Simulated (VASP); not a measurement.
# CaO (Fm-3m) in VASP: a series of runs

Runs on CaO. Level: LDA. Tasks: single point.

Everything below comes from runs of VASP 6.6.1. Logs are shortened: lines on timing, memory, paths and dates and some standing lists are left out, and cuts for length are marked.

### 1 The cell of the first run

Symmetry: Fm-3m, No. 225, cubic system. The conventional cell has a = 4.707 Å, b = 4.707 Å, c = 4.707 Å, α = 90.00°, β = 90.00°, γ = 90.00°. Ca (site symmetry m-3m) has 6 O at 2.35 Å within 3.1 Å. O (site symmetry m-3m) has 6 Ca at 2.35 Å within 3.1 Å.

### 2 Single point, LDA (13.04 Å³/atom)

Input file INCAR:

```
PREC = Accurate
ENCUT = 1340
EDIFF = 1E-6
ISMEAR = 0
SIGMA = 0.05
LREAL = F
LASPH = T
NELM = 120
ALGO = Normal
ISIF = 2
LWAVE = F
LCHARG = F
GGA = CA
NBANDS = 15
GGA_COMPAT = F
```

Input file KPOINTS:

```
Automatic mesh
0
Gamma
  8 8 8
```

Input file POSCAR:

```
CaO
1.0
    0.0000000000      2.3536411517      2.3536411517
    2.3536411517      0.0000000000      2.3536411517
    2.3536411517      2.3536411517      0.0000000000
Ca O
1 1
Direct
    0.5000000000      0.5000000000      0.5000000000
    0.0000000000      0.0000000000      0.0000000000
```

Potentials or basis: VASP PAW LDA potentials, release 64 (Ca_sv, O_h).

Started as:

```console
> cat potpaw_LDA.64/Ca_sv/POTCAR potpaw_LDA.64/O_h/POTCAR > POTCAR
> mpirun -np 1 vasp_std > vasp.out
```

OUTCAR:

```text
PREC = Accurate
   ENCUT = 1340
   EDIFF = 1E-6
   ISMEAR = 0
   LREAL = F
   LASPH = T
   NELM = 120
   ISIF = 2
   GGA = CA

 ion  position               nearest neighbor table
   1  0.500  0.500  0.500-
   2  0.000  0.000  0.000-

  LATTYP: Found a face centered cubic cell.
 ALAT       =     4.7072823034

  Lattice vectors:

 A1 = (   0.0000000000,   2.3536411517,   2.3536411517)
 A2 = (   2.3536411517,   0.0000000000,   2.3536411517)
 A3 = (   2.3536411517,   2.3536411517,   0.0000000000)

Analysis of symmetry for initial positions (statically):
=====================================================================
 Subroutine PRICEL returns:
 Original cell was already a primitive cell.

 Routine SETGRP: Setting up the symmetry group for a
 face centered cubic supercell.

 Subroutine GETGRP returns: Found 48 space group operations
 (whereof 48 operations were pure point group operations)
 out of a pool of 48 trial point group operations.

The static configuration has the point symmetry O_h .

Analysis of symmetry for dynamics (positions and initial velocities):
=====================================================================
 Subroutine PRICEL returns:
 Original cell was already a primitive cell.

 Routine SETGRP: Setting up the symmetry group for a
 face centered cubic supercell.

 Subroutine GETGRP returns: Found 48 space group operations
 (whereof 48 operations were pure point group operations)
 out of a pool of 48 trial point group operations.

The dynamic configuration has the point symmetry O_h .

 Subroutine INISYM returns: Found 48 space group operations
 (whereof 48 operations are pure point group operations),
 and found     1 'primitive' translations

----------------------------------------------------------------------------------------

                                     Primitive cell

  volume of cell :      26.0766

  direct lattice vectors                    reciprocal lattice vectors
     0.000000000  2.353641152  2.353641152    -0.212436802  0.212436802  0.212436802
     2.353641152  0.000000000  2.353641152     0.212436802 -0.212436802  0.212436802
     2.353641152  2.353641152  0.000000000     0.212436802  0.212436802 -0.212436802

  length of vectors
     3.328551238  3.328551238  3.328551238     0.367951335  0.367951335  0.367951335

  position of ions in fractional coordinates (direct lattice)
     0.500000000  0.500000000  0.500000000
     0.000000000  0.000000000  0.000000000
[... 80 lines left out ...]
   NSW    =      0    number of steps for IOM
   IBRION =     -1    ionic relax: 0-MD 1-quasi-New 2-CG
   NFREE  =      0    steps in history (QN), initial steepest desc. (CG)
   ISIF   =      2    stress and relaxation
   ISYM   =      2    0-nonsym 1-usesym 2-fastsym
   POTIM  = 0.5000    time-step for ionic-motion
   TEBEG  =    0.0;   TEEND  =   0.0 temperature during run
   PSTRESS=    0.0 pullay stress
   NELECT =      16.0000    total number of electrons
   NUPDOWN=      -1.0000    fix difference up-down
   EMIN   =  10.00;   EMAX   =-10.00  energy-range for DOS
   EFERMI =   0.00;   METHOD = LEGACY
   ISMEAR =     0;   SIGMA  =   0.05  broadening in eV -4-tet -1-fermi 0-gaus
   EFERMI_NEDOS =   21; number of points for ismear=-14 and -15
   IALGO  =     38    algorithm
   IMIX   =      4    mixing-type and parameters
     AMIX     =   0.40;   BMIX     =  1.00
     AMIX_MAG =   1.60;   BMIX_MAG =  1.00
  volume/ion in A,a.u.               =      13.04        87.99
  Fermi-wavevector in a.u.,A,eV,Ry     =   1.391120  2.628836 26.330195  1.935215
  Thomas-Fermi vector in A             =   2.514990
   LORBIT       =      0    0 simple, 1 ext, 2 COOP (PROOUT), +10 PAW based schemes
   GGA     = CA    functional components
   LHFCALC =     F    Hartree Fock is set to
   AEXX    =    0.0000 exact exchange contribution
   IVDW    =     0    specifies the selected vdW correction
   LEPSILON=     F    determine dielectric tensor
   LRPA    =     F    only Hartree local field effects (RPA)
 non-spin polarized calculation
 Gauss-broadening in eV      SIGMA  =   0.05
  energy-cutoff  :     1340.00
  volume of cell :       26.08
 maximum number of plane-waves:      2936
   NGX = 19   NGY = 19   NGZ = 19

 number of electron      16.0000000 magnetization

 Free energy of the ion-electron system (eV)
  ---------------------------------------------------
  ext. energy  EPLUGINS =         0.00000000
  ---------------------------------------------------
  free energy    TOTEN  =       -14.22840318 eV

  energy without entropy =      -14.22840318  energy(sigma->0) =      -14.22840318

 E-fermi :   2.9095     XC(G=0): -11.3437

 val. band max:        2.6847160327   @ k =   0.0000   0.0000   0.0000
 cond. band min:       6.1071204290   @ k =   0.5000   0.5000   0.0000
 fundamental gap:      3.4224043963
 Fermi energy:         2.9094825187

 k-point     1 :       0.0000    0.0000    0.0000
  band No.  band energies     occupation
      1     -34.1354      2.00000
      2     -15.1276      2.00000
      3     -15.1276      2.00000
      4     -15.1276      2.00000
      5     -12.6435      2.00000
      6       2.6847      2.00000
      7       2.6847      2.00000
      8       2.6847      2.00000
      9       7.7731      0.00000
     10       8.9369      0.00000
     11       8.9369      0.00000
     12       8.9369      0.00000
     13      10.6134      0.00000
     14      10.6134      0.00000
[... 401 lines left out ...]
      2     -16.3154      2.00000
      3     -15.4409      2.00000
      4     -15.2906      2.00000
      5     -11.4725      2.00000
      6       0.4828      2.00000
      7       1.4746      2.00000
      8       1.5153      2.00000
      9       9.5682      0.00000
     10       9.6391      0.00000
     11      11.7724      0.00000
     12      12.0803      0.00000
     13      13.4050      0.00000
     14      15.1225      0.00000
     15      17.1772      0.00000

 [... further k-points ...]
[... 5 lines left out ...]
  --------------------------------------------------------------------------------------
  -------------------------------------------------------------------------------------
  Total        0.1548082      0.1548082      0.1548082     -0.0000000     -0.0000000      0.0000000
  in kB        9.5116072      9.5116072      9.5116072     -0.0000000     -0.0000000      0.0000000
  external PRESSURE =       9.5116072 kB  Pullay stress =       0.0000000 kB

 VOLUME and BASIS-vectors are now :
 -----------------------------------------------------------------------------
  energy-cutoff  :     1340.00
  volume of cell :       26.08
      direct lattice vectors                 reciprocal lattice vectors
     0.000000000  2.353641152  2.353641152    -0.212436802  0.212436802  0.212436802
     2.353641152  0.000000000  2.353641152     0.212436802 -0.212436802  0.212436802
     2.353641152  2.353641152  0.000000000     0.212436802  0.212436802 -0.212436802

 POSITION                                       TOTAL-FORCE (eV/Angst)
 -----------------------------------------------------------------------------------
      2.35364      2.35364      2.35364        -0.000000     -0.000000     -0.000000
      0.00000      0.00000      0.00000         0.000000      0.000000      0.000000
 -----------------------------------------------------------------------------------
    total drift:                                0.000000     -0.000000     -0.000000

  FREE ENERGIE OF THE ION-ELECTRON SYSTEM (eV)
  ---------------------------------------------------
  free  energy   TOTEN  =       -14.2284031833 eV

  energy  without entropy=      -14.2284031833  energy(sigma->0) =      -14.22840318
```

OSZICAR:

```text
N       E                     dE             d eps       ncg     rms          rms(c)
DAV:   1     0.182604374525E+03    0.18260E+03   -0.13840E+04   870   0.221E+03
DAV:   2    -0.399666302364E+00   -0.18300E+03   -0.16696E+03  1052   0.422E+02
DAV:   3    -0.152151230685E+02   -0.14815E+02   -0.14419E+02  1102   0.995E+01
DAV:   4    -0.159290885328E+02   -0.71397E+00   -0.71367E+00  1276   0.184E+01
DAV:   5    -0.159313220802E+02   -0.22335E-02   -0.22334E-02  1088   0.122E+00    0.858E+00
DAV:   6    -0.143679562183E+02    0.15634E+01   -0.45899E+00  1191   0.217E+01    0.370E+00
DAV:   7    -0.142633503211E+02    0.10461E+00   -0.41298E-01  1014   0.734E+00    0.182E+00
DAV:   8    -0.142297786331E+02    0.33572E-01   -0.95517E-02  1164   0.336E+00    0.441E-01
DAV:   9    -0.142283069433E+02    0.14717E-02   -0.51780E-03  1018   0.604E-01    0.111E-01
DAV:  10    -0.142284100367E+02   -0.10309E-03   -0.32265E-04  1159   0.201E-01    0.284E-02
DAV:  11    -0.142284037027E+02    0.63340E-05   -0.17374E-05  1179   0.499E-02    0.814E-03
DAV:  12    -0.142284031833E+02    0.51937E-06   -0.49081E-06  1045   0.231E-02
   1 F= -.14228403E+02 E0= -.14228403E+02  d E =-.276703E-12
```

stdout:

```text
POSCAR found type information on POSCAR CaO
 POSCAR found :  2 types and       2 ions
 scaLAPACK will be used
 LDA part: xc-table for (Slater(with rela. corr.)+CA(PZ))
 , standard interpolation
 POSCAR, INCAR and KPOINTS ok, starting setup
 FFT: planning ... GRIDC
 FFT: planning ... GRID_SOFT
 FFT: planning ... GRID
 WAVECAR not read
 entering main loop
```

It took 30 s on 1 thread of Intel Xeon Platinum 8488C (Sapphire Rapids), shared host; peak memory 0.23 GiB.

What came out:

```
Free energy            : -14.2284 eV
Pressure               : 1.0 GPa
Band gap on the k mesh : 3.42 eV (least direct gap 3.78 eV)
```

Levels at points of the mesh, in eV from the valence-band top:
```tsv
k point	band 6	band 7	band 8	band 9	band 10	band 11
(0.00, 0.00, 0.00)	0.00	0.00	0.00	5.09	6.25	6.25
(0.50, 0.00, 0.00)	-2.86	-1.36	-1.36	7.25	8.65	8.65
(0.50, 0.50, 0.00)	-1.27	-0.36	-0.36	3.42	8.50	9.24
```

### 3 Single point, LDA (12.52 Å³/atom)

This run uses another cell than the first one, of 12.52 Å³/atom.

Input file INCAR:

```
ALGO = Normal
EDIFF = 1E-6
ENCUT = 1340
GGA = CA
GGA_COMPAT = F
ISIF = 2
ISMEAR = 0
LASPH = T
LCHARG = T
LELF = T
LREAL = F
LVHAR = T
LWAVE = F
NBANDS = 15
NELM = 120
PREC = Accurate
SIGMA = 0.05
```

Input file KPOINTS:

```
k-points
0
Gamma
  8 8 8
```

Input file POSCAR:

```
CaO
1.0
    0.0000000000      2.3218312908      2.3218312908
    2.3218312908      0.0000000000      2.3218312908
    2.3218312908      2.3218312908      0.0000000000
Ca O
1 1
Direct
    0.5000000000      0.5000000000      0.5000000000
    0.0000000000      0.0000000000      0.0000000000
```

Potentials or basis: VASP PAW LDA potentials, release 64 (Ca_sv, O_h).

Started as:

```console
> cat potpaw_LDA.64/Ca_sv/POTCAR potpaw_LDA.64/O_h/POTCAR > POTCAR
> mpirun -np 1 vasp_std > vasp.out
```

Wall time 33 s (1 thread of Intel Xeon Platinum 8259CL at 2.50GHz (Skylake/Cascade Lake), shared host); peak memory 0.22 GiB.

It converged, with:

```
Free energy            : -14.2024 eV
Pressure               : 6.9 GPa
Band gap on the k mesh : 3.38 eV (least direct gap 3.73 eV)
```

Levels at points of the mesh, in eV from the valence-band top:
```tsv
k point	band 6	band 7	band 8	band 9	band 10	band 11
(0.00, 0.00, 0.00)	0.00	0.00	0.00	5.45	6.34	6.34
(0.50, 0.00, 0.00)	-2.97	-1.46	-1.46	7.44	8.87	8.87
(0.50, 0.50, 0.00)	-1.23	-0.34	-0.34	3.38	8.82	9.47
```

Caveat: the cell stands under pressure.
